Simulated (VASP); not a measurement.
# Si63Se (a cell with a defect): relaxation of the atoms with PBEsol

Si63Se (a cell with a defect):

```
Si Se
1.0
    10.86558    0.00000    0.00000
     0.00000   10.86558    0.00000
     0.00000    0.00000   10.86558
Si Se
63 1
Direct
  0.00136 0.00206 0.00077
  0.99888 0.99768 0.49994
  0.00039 0.50074 0.99782
  0.00015 0.50251 0.50362
  0.49900 0.00268 0.99997
  0.49881 0.00245 0.49923
  0.50043 0.50234 0.99880
  0.12251 0.12549 0.12375
  0.12468 0.12331 0.62528
  0.12739 0.62292 0.12792
  0.12483 0.62504 0.62421
  0.62297 0.12636 0.12076
  0.62624 0.12806 0.62475
  0.62572 0.62499 0.12652
  0.62390 0.62470 0.62460
  0.24885 0.24574 0.99836
  0.24968 0.25241 0.49658
  0.25039 0.75157 0.99878
  0.25145 0.74950 0.50020
  0.75298 0.24904 0.00460
  0.74606 0.24764 0.49945
  0.74679 0.75086 0.00206
  0.74933 0.74861 0.49785
  0.37490 0.37664 0.12682
  0.37603 0.37578 0.62832
  0.37617 0.87379 0.12442
  0.37747 0.87588 0.62916
  0.87470 0.37250 0.12435
  0.87433 0.37303 0.62313
  0.87779 0.87362 0.12543
  0.87530 0.87505 0.62261
  0.24998 0.00087 0.25271
  0.25160 0.00148 0.74770
  0.24976 0.49870 0.24834
  0.25055 0.49813 0.74759
  0.75001 0.00016 0.24932
  0.75178 0.00065 0.75028
  0.74866 0.49878 0.25088
  0.74991 0.50049 0.74786
  0.37381 0.12589 0.37895
  0.37472 0.12580 0.87505
  0.37114 0.62257 0.37250
  0.37493 0.62408 0.87405
  0.87435 0.12557 0.37402
  0.87583 0.12587 0.87398
  0.87273 0.62694 0.37312
  0.87525 0.62504 0.87403
  0.99687 0.24826 0.24993
  0.99779 0.25108 0.75358
  0.99720 0.74987 0.25068
  0.99694 0.75029 0.74938
  0.50024 0.24791 0.25089
  0.49801 0.24966 0.74721
  0.50215 0.74756 0.24964
  0.49795 0.75065 0.75127
  0.12388 0.37614 0.37395
  0.12787 0.37311 0.87560
  0.12455 0.87689 0.37682
  0.12624 0.87343 0.87544
  0.62261 0.37294 0.37712
  0.62848 0.37506 0.87238
  0.62124 0.87238 0.37200
  0.62774 0.87281 0.87743
  0.50008 0.49956 0.50228
```

- Program: VASP 6.6.1
- Task: relaxation of the atoms
- Functional: PBEsol
- Potentials or basis: VASP PAW PBE potentials, release 64 (Si, Se)
- Cutoff: 450 eV
- k mesh: 1 × 1 × 1, shifted
- Occupations: fermi-dirac, width 0.05 eV
- Spin: no spin polarisation
- Dipole correction: no
- Further INCAR settings: LREAL = Auto; ALGO = Normal; EDIFF = 1e-07; ISYM = -1; IBRION = 2; EDIFFG = -0.03; NSW = 100

```json
{"Energy gained by relaxing": "17.8 meV/atom", "Ionic steps": "16", "Pressure after relaxing": "0.4 GPa", "Largest force after relaxing": "0.015 eV/Å"}
```

Forces on the atoms (eV/Å):
```
Si   0.003  0.004 -0.001
Si   0.002 -0.009  0.001
Si   0.005 -0.002 -0.004
Si   0.004  0.009  0.007
Si  -0.004 -0.001 -0.005
Si   0.001 -0.002  0.005
Si   0.005  0.005  0.000
Si   0.007  0.010  0.009
Si  -0.007 -0.003 -0.002
Si  -0.004 -0.005 -0.006
Si  -0.001  0.007  0.001
Si   0.001 -0.012 -0.009
Si   0.005 -0.002  0.002
Si   0.006  0.008 -0.004
Si  -0.002 -0.007 -0.002
Si   0.005  0.001  0.004
Si  -0.008  0.006  0.000
Si   0.005 -0.003  0.007
Si   0.005  0.009 -0.002
Si   0.000  0.002  0.006
Si  -0.001  0.001 -0.002
Si  -0.003  0.000  0.003
Si  -0.004 -0.001 -0.007
Si   0.003  0.005  0.001
Si  -0.008 -0.004 -0.001
Si   0.001 -0.003  0.008
Si   0.002  0.006 -0.003
Si   0.007  0.004  0.005
Si  -0.002 -0.009  0.003
Si  -0.004 -0.008  0.002
Si  -0.002 -0.006 -0.001
Si   0.008  0.004  0.007
Si   0.001  0.000  0.005
Si  -0.003 -0.008  0.000
Si   0.001 -0.002 -0.004
Si  -0.003  0.009  0.003
Si   0.003 -0.007 -0.003
Si  -0.002 -0.008  0.003
Si   0.000 -0.002 -0.004
Si   0.004 -0.004  0.001
Si  -0.006  0.004  0.000
Si  -0.004 -0.001 -0.005
Si  -0.011 -0.004  0.001
Si   0.002 -0.002 -0.002
Si  -0.005 -0.001 -0.004
Si   0.005 -0.004 -0.002
Si  -0.011  0.008 -0.007
Si  -0.003  0.011  0.009
Si   0.004  0.008  0.002
Si   0.006  0.006  0.001
Si  -0.013  0.001  0.000
Si  -0.007 -0.003 -0.003
Si   0.006  0.005  0.009
Si   0.001  0.001 -0.001
Si  -0.006  0.003  0.004
Si  -0.002  0.006  0.002
Si   0.004 -0.007  0.001
Si   0.006  0.001  0.001
Si   0.004 -0.006 -0.007
Si  -0.001  0.002 -0.009
Si   0.008 -0.005  0.004
Si  -0.001 -0.001  0.000
Si   0.000 -0.003 -0.009
Se  -0.006 -0.004 -0.002
```

Stress tensor (GPa, compression positive):
```
 0.36 -1.57 -1.57
-1.57  0.37 -1.57
-1.57 -1.57  0.36
```

The path:
```csv
step,energy change (eV),largest force (eV/Å),pressure (GPa)
1,0.0000,1.9880,0.39
2,-0.9057,0.7725,0.32
3,-0.9196,0.6552,0.33
4,-1.0573,0.3188,0.34
5,-1.0824,0.2205,0.35
6,-1.1159,0.0974,0.36
7,-1.1196,0.1216,0.36
8,-1.1280,0.1003,0.37
9,-1.1286,0.0948,0.37
10,-1.1327,0.0763,0.37
11,-1.1337,0.0628,0.37
12,-1.1370,0.0399,0.37
13,-1.1377,0.0422,0.37
14,-1.1396,0.0310,0.36
15,-1.1396,0.0328,0.36
16,-1.1406,0.0153,0.36
```

Levels at points of the mesh, in eV from the Fermi level:
| k point | band 125 | band 126 | band 127 | band 128 | band 129 | band 130 | band 131 | band 132 | band 133 | band 134 |
| --- | --- | --- | --- | --- | --- | --- | --- | --- | --- | --- |
| (0.25, 0.25, 0.25) | -1.41 | -1.35 | -0.92 | -0.92 | -0.19 | 0.22 | 0.22 | 0.46 | 0.63 | 0.63 |

Run time: 20 min on 4 MPI ranks on AMD EPYC 7R43 64-Core Processor (Zen 3), on a shared host, peak memory 0.38 GiB a rank.

Caveat: the PAW data sets were made with another functional, which shifts forces and pressure a little.
